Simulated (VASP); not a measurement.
# Pb (Im-3m) in VASP: a series of runs

Pb is run at these levels: PBEsol; tasks: electric field gradients.

All numbers are computed with VASP 6.6.1; they aren't measurements. Logs are shortened: lines on timing, memory, paths and dates and some standing lists are left out, and cuts for length are marked.

### 1 The cell of the first run

The structure is cubic, space group Im-3m (No. 229). Conventional cell: a = 3.959 Å, b = 3.959 Å, c = 3.959 Å, α = 90.00°, β = 90.00°, γ = 90.00°. Pb (site symmetry m-3m) has 14 Pb at 3.43 to 3.96 Å within 4.5 Å.

This isn't the form of Pb at room conditions, which is fcc.

### 2 Electric field gradients, PBEsol

Input file INCAR:

```
ALGO     = Normal         # electronic algorithm
EDIFF    = 1E-8           # SCF threshold, eV
ENCUT    = 400            # plane-wave cutoff, eV
GGA      = PS             # functional
GGA_COMPAT= False        
ISIF     = 2              # what is computed and relaxed
ISMEAR   = -1             # smearing method
LASPH    = True           # aspherical terms in the spheres
LCHARG   = False          # write CHGCAR
LEFG     = True         
LREAL    = False          # projectors in reciprocal space
LWAVE    = False          # write WAVECAR
NBANDS   = 13             # bands
NELM     = 120            # most SCF steps
PREC     = Accurate       # precision mode
SIGMA    = 0.08           # smearing width, eV
```

Input file KPOINTS:

```
k-points
0
Gamma
  10 10 10
```

Input file POSCAR:

```
Pb
1.0
   -1.9796595667      1.9796595667      1.9796595667
    1.9796595667     -1.9796595667      1.9796595667
    1.9796595667      1.9796595667     -1.9796595667
Pb
1
Direct
    0.0000000000      0.0000000000      0.0000000000
```

Potentials or basis: VASP PAW PBE potentials, release 64 (Pb_d).

The run is started by

```bash
$ cat potpaw_PBE.64/Pb_d/POTCAR > POTCAR
$ mpirun -np 1 vasp_std > vasp.out
```

OUTCAR:

```text
EDIFF = 1E-8
   ENCUT = 400
   GGA = PS
   ISIF = 2
   ISMEAR = -1
   LASPH = True
   LREAL = False
   NELM = 120
   PREC = Accurate

 ion  position               nearest neighbor table
   1  0.000  0.000  0.000-

  LATTYP: Found a body centered cubic cell.
 ALAT       =     3.9593191334

  Lattice vectors:

 A1 = (  -1.9796595667,   1.9796595667,   1.9796595667)
 A2 = (   1.9796595667,  -1.9796595667,   1.9796595667)
 A3 = (   1.9796595667,   1.9796595667,  -1.9796595667)

Analysis of symmetry for initial positions (statically):
=====================================================================
 Subroutine PRICEL returns:
 Original cell was already a primitive cell.

 Routine SETGRP: Setting up the symmetry group for a
 body centered cubic supercell.

 Subroutine GETGRP returns: Found 48 space group operations
 (whereof 48 operations were pure point group operations)
 out of a pool of 48 trial point group operations.

The static configuration has the point symmetry O_h .

Analysis of symmetry for dynamics (positions and initial velocities):
=====================================================================
 Subroutine PRICEL returns:
 Original cell was already a primitive cell.

 Routine SETGRP: Setting up the symmetry group for a
 body centered cubic supercell.

 Subroutine GETGRP returns: Found 48 space group operations
 (whereof 48 operations were pure point group operations)
 out of a pool of 48 trial point group operations.

The dynamic configuration has the point symmetry O_h .

 Subroutine INISYM returns: Found 48 space group operations
 (whereof 48 operations are pure point group operations),
 and found     1 'primitive' translations

----------------------------------------------------------------------------------------

                                     Primitive cell

  volume of cell :      31.0336

  direct lattice vectors                    reciprocal lattice vectors
    -1.979659567  1.979659567  1.979659567     0.000000000  0.252568678  0.252568678
     1.979659567 -1.979659567  1.979659567     0.252568678  0.000000000  0.252568678
     1.979659567  1.979659567 -1.979659567     0.252568678  0.252568678  0.000000000

  length of vectors
     3.428870951  3.428870951  3.428870951     0.357186050  0.357186050  0.357186050

  position of ions in fractional coordinates (direct lattice)
     0.000000000  0.000000000  0.000000000

  ion indices of the primitive-cell ions
   primitive index   ion index
                 1           1

----------------------------------------------------------------------------------------

 KPOINTS: k-points

Automatic generation of k-mesh.
 Grid dimensions read from file:
 generate k-points for:   10   10   10

 Generating k-lattice:

  Cartesian coordinates                     Fractional coordinates (reciprocal lattice)
     0.000000000  0.025256868  0.025256868     0.100000000  0.000000000  0.000000000
     0.025256868  0.000000000  0.025256868     0.000000000  0.100000000  0.000000000
     0.025256868  0.025256868  0.000000000     0.000000000  0.000000000  0.100000000

  Length of vectors
     0.035718605  0.035718605  0.035718605

  Shift w.r.t. Gamma in fractional coordinates (k-lattice)
     0.000000000  0.000000000  0.000000000

 Subroutine IBZKPT returns following result:
 ===========================================

 Found     47 irreducible k-points:

 Following reciprocal coordinates:
            Coordinates               Weight
  0.000000  0.000000  0.000000      1.000000
  0.100000  0.000000  0.000000     12.000000
  0.200000  0.000000  0.000000     12.000000
  0.300000  0.000000  0.000000     12.000000
  0.400000  0.000000  0.000000     12.000000
  0.500000  0.000000  0.000000      6.000000
[... 16 lines left out ...]
  0.300000  0.300000  0.100000      8.000000
 -0.300000  0.300000  0.100000     24.000000
 [... further k-points ...]
   k-points           NKPTS =     47   k-points in BZ     NKDIM =     47   number of bands    NBANDS=     13
   number of dos      NEDOS =    301   number of ions     NIONS =      1
   total plane-waves  NPLWV =  13824
   dimension x,y,z NGX =    24 NGY =   24 NGZ =   24
   dimension x,y,z NGXF=    48 NGYF=   48 NGZF=   48
   ions per type =               1
   NGX,Y,Z   is equivalent  to a cutoff of  11.64, 11.64, 11.64 a.u.
   NGXF,Y,Z  is equivalent  to a cutoff of  23.27, 23.27, 23.27 a.u.
 SYSTEM =  unknown system
   PREC   = accura    normal or accurate (medium, high low for compatibility)
   ISTART =      0    job   : 0-new  1-cont  2-samecut
   ICHARG =      2    charge: 1-file 2-atom 10-const
   ISPIN  =      1    spin polarized calculation?
   LNONCOLLINEAR =      F non collinear calculations
   LSORBIT =      F    spin-orbit coupling
   LASPH  =      T    aspherical Exc in radial PAW
   ENCUT  =  400.0 eV  29.40 Ry    5.42 a.u.   5.59  5.59  5.59*2*pi/ulx,y,z
   NELM   =    120;   NELMIN=  2; NELMDL= -5     # of ELM steps
   EDIFF  = 0.1E-07   stopping-criterion for ELM
   LREAL  =      F    real-space projection
   EDIFFG = 0.1E-06   stopping-criterion for IOM
   NSW    =      0    number of steps for IOM
   IBRION =     -1    ionic relax: 0-MD 1-quasi-New 2-CG
   NFREE  =      0    steps in history (QN), initial steepest desc. (CG)
   ISIF   =      2    stress and relaxation
   ISYM   =      2    0-nonsym 1-usesym 2-fastsym
   POTIM  = 0.5000    time-step for ionic-motion
   TEBEG  =    0.0;   TEEND  =   0.0 temperature during run
   PSTRESS=    0.0 pullay stress
   NELECT =      14.0000    total number of electrons
   NUPDOWN=      -1.0000    fix difference up-down
   EMIN   =  10.00;   EMAX   =-10.00  energy-range for DOS
   EFERMI =   0.00;   METHOD = LEGACY
   ISMEAR =    -1;   SIGMA  =   0.08  broadening in eV -4-tet -1-fermi 0-gaus
   EFERMI_NEDOS =   21; number of points for ismear=-14 and -15
   IALGO  =     38    algorithm
   IMIX   =      4    mixing-type and parameters
     AMIX     =   0.40;   BMIX     =  1.00
     AMIX_MAG =   1.60;   BMIX_MAG =  1.00
  volume/ion in A,a.u.               =      31.03       209.42
  Fermi-wavevector in a.u.,A,eV,Ry     =   1.255568  2.372680 21.448927  1.576452
  Thomas-Fermi vector in A             =   2.389319
   LORBIT       =      0    0 simple, 1 ext, 2 COOP (PROOUT), +10 PAW based schemes
   GGA     = PS    functional components
   LHFCALC =     F    Hartree Fock is set to
   AEXX    =    0.0000 exact exchange contribution
   IVDW    =     0    specifies the selected vdW correction
   LEPSILON=     F    determine dielectric tensor
   LRPA    =     F    only Hartree local field effects (RPA)
 non-spin polarized calculation
  energy-cutoff  :      400.00
  volume of cell :       31.03
 maximum number of plane-waves:       586
 NGX is ok and might be reduce to    24
   NGX = 11   NGY = 11   NGZ = 11

 number of electron      13.9999993 magnetization

 Free energy of the ion-electron system (eV)
  ---------------------------------------------------
  ext. energy  EPLUGINS =         0.00000000
  ---------------------------------------------------
  free energy    TOTEN  =        -3.95168828 eV

  energy without entropy =       -3.93648153  energy(sigma->0) =       -3.94408490

 E-fermi :   6.8113     XC(G=0): -10.2330

 val. band max:        6.7336319329   @ k =   0.5000   0.5000   0.4000
 cond. band min:       6.8619943201   @ k =  -0.4000   0.5000   0.2000
 fundamental gap:      0.1283623871
 Fermi energy:         6.8113130529

 k-point     1 :       0.0000    0.0000    0.0000
  band No.  band energies     occupation
      1     -10.1808      2.00000
      2     -10.1808      2.00000
      3     -10.1808      2.00000
      4      -9.9537      2.00000
      5      -9.9537      2.00000
      6      -4.7707      2.00000
      7      14.2807      0.00000
      8      14.2808      0.00000
      9      14.2808      0.00000
     10      17.9168      0.00000
     11      17.9168      0.00000
     12      17.9168      0.00000
     13      18.3463      0.00000
[... 353 lines left out ...]
 k-point    24 :      -0.3000    0.3000    0.1000
  band No.  band energies     occupation
      1     -10.1974      2.00000
      2     -10.1336      2.00000
      3     -10.0094      2.00000
      4      -9.9671      2.00000
      5      -9.9495      2.00000
      6      -2.8193      2.00000
      7       6.6127      1.84589
      8      10.6319      0.00000
      9      11.5998      0.00000
     10      15.5963      0.00000
     11      17.0254      0.00000
     12      17.0362      0.00000
     13      22.3257      0.00000

 [... further k-points ...]

------------------------ aborting loop because EDIFF is reached ----------------------------------------

  FORCE on cell =-STRESS in cart. coord.  units (eV):
  Direction    XX          YY          ZZ          XY          YZ          ZX
  --------------------------------------------------------------------------------------
  -------------------------------------------------------------------------------------
  Total       -0.3045683     -0.3045683     -0.3045683      0.0000000      0.0000000     -0.0000000
  in kB      -15.7240272    -15.7240272    -15.7240272      0.0000000      0.0000000     -0.0000000
  external PRESSURE =     -15.7240272 kB  Pullay stress =       0.0000000 kB

 VOLUME and BASIS-vectors are now :
 -----------------------------------------------------------------------------
  energy-cutoff  :      400.00
  volume of cell :       31.03
      direct lattice vectors                 reciprocal lattice vectors
    -1.979659567  1.979659567  1.979659567     0.000000000  0.252568678  0.252568678
     1.979659567 -1.979659567  1.979659567     0.252568678  0.000000000  0.252568678
     1.979659567  1.979659567 -1.979659567     0.252568678  0.252568678  0.000000000

 POSITION                                       TOTAL-FORCE (eV/Angst)
 -----------------------------------------------------------------------------------
      0.00000      0.00000      0.00000        -0.000000      0.000000     -0.000000
 -----------------------------------------------------------------------------------
    total drift:                                0.000000      0.000000     -0.000000

  FREE ENERGIE OF THE ION-ELECTRON SYSTEM (eV)
  ---------------------------------------------------
  free  energy   TOTEN  =        -3.9516882756 eV

  energy  without entropy=       -3.9364815320  energy(sigma->0) =       -3.94408490

 Electric field gradients (V/A^2)
---------------------------------------------------------------------
 ion       V_xx      V_yy      V_zz      V_xy      V_xz      V_yz
---------------------------------------------------------------------
   1      -0.000    -0.000    -0.000    -0.001    -0.001    -0.001
---------------------------------------------------------------------

 Electric field gradients after diagonalization (V/A^2)
 (convention: |V_zz| > |V_xx| > |V_yy|)
----------------------------------------------------------------------
 ion       V_xx      V_yy      V_zz     asymmetry (V_yy - V_xx)/ V_zz
----------------------------------------------------------------------
   1       0.001     0.001    -0.003       0.000
----------------------------------------------------------------------

           NMR quadrupolar parameters

 Cq : quadrupolar parameter    Cq=e*Q*V_zz/h
 eta: asymmetry parameters     (V_yy - V_xx)/ V_zz
 Q  : nuclear electric quadrupole moment in mb (millibarn)
----------------------------------------------------------------------
 ion       Cq(MHz)       eta       Q (mb)
----------------------------------------------------------------------
   1      -0.000       0.000       1.000
----------------------------------------------------------------------
```

Run time: 9.9 s. Hardware: 1 thread of Intel Xeon 8259CL, shared host; peak memory 0.14 GiB.

Results:

- Free energy: -3.9517 eV
- Pressure: -1.6 GPa
- Band gap on the k mesh: zero (bands 7 and 8 overlap by 9.26 eV)
- Largest electric field gradient by atom: under 0.05 V/Å² on every atom

Levels at points of the mesh, in eV from the Fermi level:
```
           k point  band 5  band 6  band 7  band 8  band 9  band 10
(0.00, 0.00, 0.00)  -16.77  -11.58    7.47    7.47    7.47    11.11
(0.50, 0.00, 0.00)  -16.63   -7.85   -3.92    3.42    5.11     7.46
(0.50, 0.50, 0.50)  -16.66   -5.23   -0.32   -0.32   -0.32     4.58
```

Caveat: the PAW data sets were made with another functional, which shifts forces and pressure a little; spin-orbit coupling is left out, which moves the levels of the heavy elements.

### 3 Electric field gradients, PBEsol

Input file INCAR:

```
SYSTEM = Pb
PREC = Accurate ; ENCUT = 400
EDIFF = 1E-8 ; ISMEAR = -1
SIGMA = 0.08 ; LREAL = .False.
LASPH = .True. ; NELM = 120
ALGO = Normal ; ISIF = 2
LWAVE = .False. ; LCHARG = .False.
GGA = PS ; LEFG = .True.
NBANDS = 13 ; GGA_COMPAT = .False.
```

Input file KPOINTS:

```
regular mesh
0
Gamma
  18 18 18
  0 0 0
```

POSCAR is that of step 2.

Potentials or basis: VASP PAW PBE potentials, release 64 (Pb_d).

The run is started by

```bash
$ cat potpaw_PBE.64/Pb_d/POTCAR > POTCAR
$ mpirun -np 1 vasp_std > vasp.out
```

OUTCAR:

```text
SYSTEM = Pb
   PREC = Accurate
   ENCUT = 400
   EDIFF = 1E-8
   ISMEAR = -1
   LREAL = .False.
   LASPH = .True.
   NELM = 120
   ISIF = 2
   GGA = PS

 ion  position               nearest neighbor table
   1  0.000  0.000  0.000-

  LATTYP: Found a body centered cubic cell.
 ALAT       =     3.9593191334

  Lattice vectors:

 A1 = (  -1.9796595667,   1.9796595667,   1.9796595667)
 A2 = (   1.9796595667,  -1.9796595667,   1.9796595667)
 A3 = (   1.9796595667,   1.9796595667,  -1.9796595667)

Analysis of symmetry for initial positions (statically):
=====================================================================
 Subroutine PRICEL returns:
 Original cell was already a primitive cell.

 Routine SETGRP: Setting up the symmetry group for a
 body centered cubic supercell.

 Subroutine GETGRP returns: Found 48 space group operations
 (whereof 48 operations were pure point group operations)
[... 563 lines left out ...]

 VOLUME and BASIS-vectors are now :
 -----------------------------------------------------------------------------
  energy-cutoff  :      400.00
  volume of cell :       31.03
      direct lattice vectors                 reciprocal lattice vectors
    -1.979659567  1.979659567  1.979659567     0.000000000  0.252568678  0.252568678
     1.979659567 -1.979659567  1.979659567     0.252568678  0.000000000  0.252568678
     1.979659567  1.979659567 -1.979659567     0.252568678  0.252568678  0.000000000

 POSITION                                       TOTAL-FORCE (eV/Angst)
 -----------------------------------------------------------------------------------
      0.00000      0.00000      0.00000         0.000000     -0.000000      0.000000
 -----------------------------------------------------------------------------------
    total drift:                               -0.000000      0.000000      0.000000

  FREE ENERGIE OF THE ION-ELECTRON SYSTEM (eV)
  ---------------------------------------------------
  free  energy   TOTEN  =        -3.9600153238 eV

  energy  without entropy=       -3.9480519488  energy(sigma->0) =       -3.95403364

 Electric field gradients (V/A^2)
---------------------------------------------------------------------
 ion       V_xx      V_yy      V_zz      V_xy      V_xz      V_yz
---------------------------------------------------------------------
   1       0.000    -0.000    -0.000    -0.001    -0.001    -0.001
---------------------------------------------------------------------

 Electric field gradients after diagonalization (V/A^2)
 (convention: |V_zz| > |V_xx| > |V_yy|)
----------------------------------------------------------------------
 ion       V_xx      V_yy      V_zz     asymmetry (V_yy - V_xx)/ V_zz
----------------------------------------------------------------------
   1       0.001     0.001    -0.003       0.000
----------------------------------------------------------------------

           NMR quadrupolar parameters

 Cq : quadrupolar parameter    Cq=e*Q*V_zz/h
 eta: asymmetry parameters     (V_yy - V_xx)/ V_zz
 Q  : nuclear electric quadrupole moment in mb (millibarn)
----------------------------------------------------------------------
 ion       Cq(MHz)       eta       Q (mb)
----------------------------------------------------------------------
   1      -0.000       0.000       1.000
----------------------------------------------------------------------
```

OSZICAR:

```text
N       E                     dE             d eps       ncg     rms          rms(c)
DAV:   1     0.989364796923E+02    0.98936E+02   -0.61835E+03  5226   0.104E+03
DAV:   2     0.701765681832E+00   -0.98235E+02   -0.95505E+02  5385   0.286E+02
DAV:   3    -0.387397838396E+01   -0.45757E+01   -0.45649E+01  6352   0.685E+01
DAV:   4    -0.397249115796E+01   -0.98513E-01   -0.98494E-01  6030   0.107E+01
DAV:   5    -0.397705051234E+01   -0.45594E-02   -0.45593E-02  6951   0.211E+00    0.566E-01
DAV:   6    -0.396342417821E+01    0.13626E-01   -0.18076E-02  6391   0.237E+00    0.270E-01
DAV:   7    -0.396020240676E+01    0.32218E-02   -0.73393E-03  6498   0.138E+00    0.934E-02
DAV:   8    -0.396001597324E+01    0.18643E-03   -0.40709E-04  7460   0.335E-01    0.966E-03
DAV:   9    -0.396001529030E+01    0.68295E-06   -0.84152E-06  6629   0.498E-02    0.448E-03
DAV:  10    -0.396001532806E+01   -0.37768E-07   -0.87835E-07  6180   0.137E-02    0.147E-04
DAV:  11    -0.396001532377E+01    0.42983E-08   -0.18611E-08  5458   0.123E-03
   1 F= -.39600153E+01 E0= -.39540336E+01  d E =-.119634E-01
```

Run time: 30 s. Hardware: 1 thread of Intel Xeon 8259CL, shared host; peak memory 0.17 GiB.

What came out:

* Free energy: -3.9600 eV
* Pressure: -1.6 GPa
* Band gap on the k mesh: zero (bands 7 and 8 overlap by 9.45 eV)
* Largest electric field gradient by atom: under 0.05 V/Å² on every atom

Caveat: the PAW data sets were made with another functional, which shifts forces and pressure a little; spin-orbit coupling is left out, which moves the levels of the heavy elements.

The gap in the log of VASP goes by the Fermi energy; the results here count the filled bands.